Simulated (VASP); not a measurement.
# Pt (P6_3/mmc) in VASP: further runs, part 2 of 2

VASP 6.6.1. Earlier steps stand in the parts before.

## (3) Relaxation of cell and atoms, PBE

This run uses another cell than the first one, of 15.03 Å³/atom.

INCAR reads:

```
PREC = Accurate
ENCUT = 500
EDIFF = 1E-7
ISMEAR = 0
SIGMA = 0.05
LREAL = False
LASPH = True
NELM = 120
ALGO = Normal
ISIF = 3
LWAVE = False
LCHARG = False
GGA = PE
IBRION = 2
NSW = 80
EDIFFG = -0.01
GGA_COMPAT = False
NELMIN = 4
```

KPOINTS reads:

```
Automatic mesh
0
Gamma
  9 9 5
```

POSCAR reads:

```
Pt
1.0
    2.7700000000      0.0000000000      0.0000000000
   -1.3850000000      2.3988903685      0.0000000000
    0.0000000000      0.0000000000      4.5234100000
Pt
2
Direct
    0.3333333333      0.6666666667      0.2500000000
    0.6666666667      0.3333333333      0.7500000000
```

Potentials or basis: VASP PAW PBE potentials, release 64 (Pt).

Launch:

```sh
$ cat potpaw_PBE.64/Pt/POTCAR > POTCAR
$ mpirun -np 1 vasp_std > vasp.out
```

OUTCAR:

```text
PREC = Accurate
   ENCUT = 500
   EDIFF = 1E-7
   ISMEAR = 0
   LREAL = False
   LASPH = True
   NELM = 120
   ISIF = 3
   GGA = PE
   IBRION = 2
   NSW = 80
   EDIFFG = -0.01
   NELMIN = 4

 ion  position               nearest neighbor table
   1  0.333  0.667  0.250-   2 2.77   2 2.77   2 2.77   2 2.77   2 2.77   2 2.77
   2  0.667  0.333  0.750-   1 2.77   1 2.77   1 2.77   1 2.77   1 2.77   1 2.77

  LATTYP: Found a hexagonal cell.
 ALAT       =     2.7700000000
 C/A-ratio  =     1.6330000000

  Lattice vectors:

 A1 = (   2.7700000000,   0.0000000000,   0.0000000000)
 A2 = (  -1.3850000000,   2.3988903685,   0.0000000000)
 A3 = (   0.0000000000,   0.0000000000,   4.5234100000)

Analysis of symmetry for initial positions (statically):
=====================================================================
 Subroutine PRICEL returns:
 Original cell was already a primitive cell.

 Routine SETGRP: Setting up the symmetry group for a
 hexagonal supercell.

 Subroutine GETGRP returns: Found 24 space group operations
 (whereof 12 operations were pure point group operations)
 out of a pool of 24 trial point group operations.

The static configuration has the point symmetry D_3d.
 The point group associated with its full space group is D_6h.

Analysis of symmetry for dynamics (positions and initial velocities):
=====================================================================
 Subroutine PRICEL returns:
 Original cell was already a primitive cell.

 Routine SETGRP: Setting up the symmetry group for a
 hexagonal supercell.

 Subroutine GETGRP returns: Found 24 space group operations
 (whereof 12 operations were pure point group operations)
 out of a pool of 24 trial point group operations.

The dynamic configuration has the point symmetry D_3d.
 The point group associated with its full space group is D_6h.

 Subroutine INISYM returns: Found 24 space group operations
 (whereof 12 operations are pure point group operations),
 and found     1 'primitive' translations

----------------------------------------------------------------------------------------

                                     Primitive cell

  volume of cell :      30.0577

  direct lattice vectors                    reciprocal lattice vectors
     2.770000000  0.000000000  0.000000000     0.361010830  0.208429700  0.000000000
    -1.385000000  2.398890369  0.000000000     0.000000000  0.416859400  0.000000000
     0.000000000  0.000000000  4.523410000     0.000000000  0.000000000  0.221072156

  length of vectors
     2.770000000  2.770000000  4.523410000     0.416859400  0.416859400  0.221072156

  position of ions in fractional coordinates (direct lattice)
     0.333333333  0.666666667  0.250000000
     0.666666667  0.333333333  0.750000000

  ion indices of the primitive-cell ions
   primitive index   ion index
                 1           1
                 2           2

----------------------------------------------------------------------------------------

 KPOINTS: Automatic mesh

Automatic generation of k-mesh.
 Grid dimensions read from file:
 generate k-points for:    9    9    5

 Generating k-lattice:

  Cartesian coordinates                     Fractional coordinates (reciprocal lattice)
     0.040112314  0.023158856  0.000000000     0.111111111 -0.000000000  0.000000000
[... 47 lines left out ...]
   NGX,Y,Z   is equivalent  to a cutoff of  12.00, 12.00, 13.23 a.u.
   NGXF,Y,Z  is equivalent  to a cutoff of  24.01, 24.01, 26.46 a.u.
 SYSTEM =  unknown system
   PREC   = accura    normal or accurate (medium, high low for compatibility)
   ISTART =      0    job   : 0-new  1-cont  2-samecut
   ICHARG =      2    charge: 1-file 2-atom 10-const
   ISPIN  =      1    spin polarized calculation?
   LNONCOLLINEAR =      F non collinear calculations
   LSORBIT =      F    spin-orbit coupling
   LASPH  =      T    aspherical Exc in radial PAW
   ENCUT  =  500.0 eV  36.75 Ry    6.06 a.u.   5.05  5.05  8.25*2*pi/ulx,y,z
   NELM   =    120;   NELMIN=  4; NELMDL= -5     # of ELM steps
   EDIFF  = 0.1E-06   stopping-criterion for ELM
   LREAL  =      F    real-space projection
   EDIFFG = -.1E-01   stopping-criterion for IOM
   NSW    =     80    number of steps for IOM
   IBRION =      2    ionic relax: 0-MD 1-quasi-New 2-CG
   NFREE  =      1    steps in history (QN), initial steepest desc. (CG)
   ISIF   =      3    stress and relaxation
   ISYM   =      2    0-nonsym 1-usesym 2-fastsym
   POTIM  = 0.5000    time-step for ionic-motion
   TEBEG  =    0.0;   TEEND  =   0.0 temperature during run
   PSTRESS=    0.0 pullay stress
   NELECT =      20.0000    total number of electrons
   NUPDOWN=      -1.0000    fix difference up-down
   EMIN   =  10.00;   EMAX   =-10.00  energy-range for DOS
   EFERMI =   0.00;   METHOD = LEGACY
   ISMEAR =     0;   SIGMA  =   0.05  broadening in eV -4-tet -1-fermi 0-gaus
   EFERMI_NEDOS =   21; number of points for ismear=-14 and -15
   IALGO  =     38    algorithm
   IMIX   =      4    mixing-type and parameters
     AMIX     =   0.40;   BMIX     =  1.00
     AMIX_MAG =   1.60;   BMIX_MAG =  1.00
  volume/ion in A,a.u.               =      15.03       101.42
  Fermi-wavevector in a.u.,A,eV,Ry     =   1.429221  2.700836 27.792257  2.042673
  Thomas-Fermi vector in A             =   2.549198
   LORBIT       =      0    0 simple, 1 ext, 2 COOP (PROOUT), +10 PAW based schemes
   GGA     = PE    functional components
   LHFCALC =     F    Hartree Fock is set to
   AEXX    =    0.0000 exact exchange contribution
   IVDW    =     0    specifies the selected vdW correction
   LEPSILON=     F    determine dielectric tensor
   LRPA    =     F    only Hartree local field effects (RPA)
 conjugate gradient relaxation of ions
 non-spin polarized calculation
 Gauss-broadening in eV      SIGMA  =   0.05
  energy-cutoff  :      500.00
  volume of cell :       30.06
 maximum number of plane-waves:       774
   NGX = 11   NGY = 11   NGZ = 17

--------------------------------------- Ionic step        1  -------------------------------------------

 number of electron      20.0000001 magnetization

 Free energy of the ion-electron system (eV)
  ---------------------------------------------------
  ext. energy  EPLUGINS =         0.00000000
  ---------------------------------------------------
  free energy    TOTEN  =       -12.02988071 eV

  energy without entropy =      -12.02437877  energy(sigma->0) =      -12.02712974

------------------------ aborting loop because EDIFF is reached ----------------------------------------

  FORCE on cell =-STRESS in cart. coord.  units (eV):
  Direction    XX          YY          ZZ          XY          YZ          ZX
  --------------------------------------------------------------------------------------
  -------------------------------------------------------------------------------------
  Total        1.5811458      1.5811458      3.4400613      0.0000000     -0.0000000      0.0000000
  in kB       84.2803587     84.2803587    183.3667713      0.0000000     -0.0000000      0.0000000
  external PRESSURE =     117.3091629 kB  Pullay stress =       0.0000000 kB
[... 23 lines left out ...]
--------------------------------------- Ionic step        2  -------------------------------------------

 number of electron      19.9999994 magnetization

 E-fermi :   8.5815     XC(G=0): -12.5939

 val. band max:        8.5357226958   @ k =   0.2222  -0.0000   0.0000
 cond. band min:       8.5874041595   @ k =   0.3333  -0.0000   0.0000
 fundamental gap:      0.0516814638
 Fermi energy:         8.5815216786

 k-point     1 :       0.0000    0.0000    0.0000
  band No.  band energies     occupation
      1      -0.0389      2.00000
      2       2.5600      2.00000
      3       5.3736      2.00000
      4       5.7081      2.00000
      5       5.7081      2.00000
      6       6.0337      2.00000
      7       6.0337      2.00000
      8       6.9612      2.00000
      9       6.9612      2.00000
     10       8.3731      2.00000
     11       8.3731      2.00000
     12       8.4419      1.99992
     13      12.8324      0.00000
     14      23.7009      0.00000
[... 642 lines left out ...]
--------------------------------------- Ionic step        9  -------------------------------------------

 number of electron      19.9999999 magnetization

 Free energy of the ion-electron system (eV)
  ---------------------------------------------------
  ext. energy  EPLUGINS =         0.00000000
  ---------------------------------------------------
  free energy    TOTEN  =       -12.12320719 eV

  energy without entropy =      -12.12001020  energy(sigma->0) =      -12.12160870

 E-fermi :  10.5104     XC(G=0): -13.2409

 val. band max:       10.4711895283   @ k =   0.4444  -0.0000   0.0000
 cond. band min:      10.5450024692   @ k =   0.3333   0.2222   0.2000
 fundamental gap:      0.0738129408
 Fermi energy:        10.5103972968

 k-point     1 :       0.0000    0.0000    0.0000
  band No.  band energies     occupation
      1       0.7284      2.00000
      2       3.3693      2.00000
      3       6.4947      2.00000
      4       7.0359      2.00000
      5       7.0359      2.00000
      6       7.4015      2.00000
      7       7.4015      2.00000
      8       8.6684      2.00000
      9       8.6684      2.00000
     10       9.7275      2.00000
     11      10.2493      2.00000
     12      10.2493      2.00000
     13      15.1652      0.00000
     14      25.6020      0.00000
[... 420 lines left out ...]
  FREE ENERGIE OF THE ION-ELECTRON SYSTEM (eV)
  ---------------------------------------------------
  free  energy   TOTEN  =       -12.1232071937 eV

  energy  without entropy=      -12.1200101971  energy(sigma->0) =      -12.12160870

 reached required accuracy - stopping structural energy minimisation
```

It took 1.9 min on 1 thread of Intel Xeon Platinum 8375C at 2.90GHz (Ice Lake), shared host; peak memory 0.15 GiB.

Results:

* Free energy: -12.1232 eV
* Relaxed volume: 15.71 Å³/atom
* Relaxed cell: a = 2.753 Å, b = 2.753 Å, c = 4.785 Å, α = 90.00°, β = 90.00°, γ = 120.00°
* Space group after relaxing (to 0.1 Å): P6_3/mmc (No. 194)
* Energy gained by relaxing: 46.7 meV/atom
* Ionic steps: 9
* Pressure after relaxing: 0.0 GPa
* Band gap on the k mesh: zero (bands 10 and 11 overlap by 1.04 eV)

The path:
| step | energy change (eV) | largest force (eV/Å) | pressure (GPa) | volume (Å³) |
| --- | --- | --- | --- | --- |
| 1 | 0.0000 | 0.0000 | 11.73 | 30.06 |
| 2 | 0.1767 | 0.0000 | -20.14 | 35.08 |
| 3 | -0.0602 | 0.0000 | -2.04 | 31.62 |
| 4 | -0.0603 | 0.0000 | -1.66 | 31.57 |
| 5 | -0.0921 | 0.0000 | -0.85 | 31.51 |
| 6 | -0.0932 | 0.0000 | -0.55 | 31.49 |
| 7 | -0.0932 | 0.0000 | -0.51 | 31.49 |
| 8 | -0.0929 | 0.0000 | 1.05 | 31.28 |
| 9 | -0.0933 | 0.0000 | 0.03 | 31.42 |

Final structure:
```yaml
crystal:
  lattice:
    - [2.75343, 0.00000, 0.00000]
    - [-1.37672, 2.38454, 0.00000]
    - [0.00000, 0.00000, 4.78496]
  atoms:
    - { symbol: Pt, position: [0.33333, 0.66667, 0.25000] }
    - { symbol: Pt, position: [0.66667, 0.33333, 0.75000] }
```

Levels at points of the mesh, in eV from the Fermi level:
| k point | band 8 | band 9 | band 10 | band 11 | band 12 | band 13 |
| --- | --- | --- | --- | --- | --- | --- |
| (0.00, 0.00, 0.00) | -1.84 | -1.84 | -0.78 | -0.26 | -0.26 | 4.65 |

Caveat: spin-orbit coupling is left out, which moves the levels of the heavy elements.
